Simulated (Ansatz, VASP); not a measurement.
## One calculation of TaN, two programs

File INCAR:

```
  ALGO = Normal
  EDIFF = 1E-6
  ENCUT = 520
  GGA = PS
  ISIF = 2
  ISMEAR = 0
  LASPH = True
  LCHARG = False
  LREAL = False
  LWAVE = False
  NBANDS = 33
  NELM = 60
  PREC = Accurate
  SIGMA = 0.15
```

KPOINTS

```
k-points
0
Gamma
  12 12 16
```

Contents of POSCAR:

```
TaN
1.0
    5.4132929895      0.0000000000      0.0000000000
   -2.7066464948      4.6880492470      0.0000000000
    0.0000000000      0.0000000000      2.9035873944
Ta N
3 3
Direct
    0.0000000000      0.0000000000      0.0000000000
    0.3333333333      0.6666666667      0.5000000000
    0.6666666667      0.3333333333      0.5000000000
    0.5000000000      0.0000000000      0.0000000000
    0.5000000000      0.5000000000      0.0000000000
    0.0000000000      0.5000000000      0.0000000000
```

Input for Ansatz:

```yaml
crystal:
  lattice:
    - [5.4132929895, 0.0, 0.0]
    - [-2.7066464948, 4.688049247, 0.0]
    - [0.0, 0.0, 2.9035873944]
  atoms:
    - { symbol: Ta, position: [0.0, 0.0, 0.0] }
    - { symbol: Ta, position: [0.3333333333, 0.6666666667, 0.5] }
    - { symbol: Ta, position: [0.6666666667, 0.3333333333, 0.5] }
    - { symbol: "N", position: [0.5, 0.0, 0.0] }
    - { symbol: "N", position: [0.5, 0.5, 0.0] }
    - { symbol: "N", position: [0.0, 0.5, 0.0] }
basis:
  ecutwfc: 420
kpoints:
  mp_grid: { grid: [12, 12, 16] }
hamiltonian:
  xc: pbesol
scf:
  occupations: { method: gaussian, width: 0.15 }
output:
  forces: true
  stress: true
  eigenvalues: true
```

Change from the starting cell: strain +0.040 along x and y, +0.000 along z, atoms carried along.

Alike in both runs: task single point; functional PBEsol; k mesh 12 × 12 × 16; occupations gaussian, width 0.15 eV; no spin polarisation.

|  | VASP | Ansatz |
| --- | --- | --- |
| version | VASP 6.6.1 | Ansatz 0.2.0 |
| potentials or method | VASP PAW PBE potentials, release 64 (Ta_pv, N), cutoff 520 eV | scalar-relativistic, plane waves, PAW |
| valence electrons in the cell | 48 | 54 |

VASP gave:

| Quantity | Value |
| --- | --- |
| gap on the k mesh at the Fermi level (eV) | none |
| pressure (GPa) | -17.9 |
| traceless stress, the component that is largest in VASP (GPa) | 4.97 |

What did Ansatz give for the same quantities?

gap on the k mesh at the Fermi level (eV): none; pressure (GPa): -18.5; traceless stress, the component that is largest in VASP (GPa): 4.83.

VASP's potentials were made for PBE, not for PBEsol. A gap of «none» marks a metal or a gap that the smearing closes. VASP's potentials hold 48 valence electrons a cell and Ansatz's 54, so a difference there can come from the potentials and not from the codes.

Neither program's run includes spin-orbit coupling.
